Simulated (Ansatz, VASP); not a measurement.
One calculation of C, two programs

INCAR

```
SYSTEM = C
  PREC = Accurate
  ENCUT = 600
  EDIFF = 1E-6
  ISMEAR = 0
  SIGMA = 0.1
  LREAL = .False.
  LASPH = .True.
  NELM = 120
  ALGO = Normal
  ISIF = 2
  LWAVE = .False.
  LCHARG = .False.
  GGA = PE
  NBANDS = 11
  GGA_COMPAT = .False.
```

File KPOINTS:

```
Automatic mesh
0
Gamma
  8 8 8
  0 0 0
```

POSCAR

```
C
1.0
    0.0000000000      2.2589656651      2.2589656651
    2.2589656651      0.0000000000      2.2589656651
    2.2589656651      2.2589656651      0.0000000000
C
2
Direct
    0.0000000000      0.0000000000      0.0000000000
    0.2500000000      0.2500000000      0.2500000000
```

Input for Ansatz:

```yaml
crystal:
  lattice:
    - [0.0, 2.2589656651, 2.2589656651]
    - [2.2589656651, 0.0, 2.2589656651]
    - [2.2589656651, 2.2589656651, 0.0]
  atoms:
    - { symbol: C, position: [0.0, 0.0, 0.0] }
    - { symbol: C, position: [0.25, 0.25, 0.25] }
basis:
  ecutwfc: 420
kpoints:
  mp_grid: { grid: [8, 8, 8] }
hamiltonian:
  xc: pbe
scf:
  occupations: { method: gaussian, width: 0.1 }
output:
  forces: true
  stress: true
  eigenvalues: true
```

Alike in both runs: task single point; functional PBE; k mesh 8 × 8 × 8; occupations gaussian, width 0.1 eV; no spin polarisation.

|  | VASP | Ansatz |
| --- | --- | --- |
| version | VASP 6.6.1 | Ansatz 0.2.0 |
| potentials or method | VASP PAW PBE potentials, release 64 (C), cutoff 600 eV | scalar-relativistic, plane waves, PAW |
| valence electrons in the cell | 8 | 8 |

```csv
,VASP,Ansatz,Ansatz less VASP
gap on the k mesh at the Fermi level (eV),1.01,1.00,-0.005
least direct gap on the mesh (eV),1.01,1.00,-0.005
```
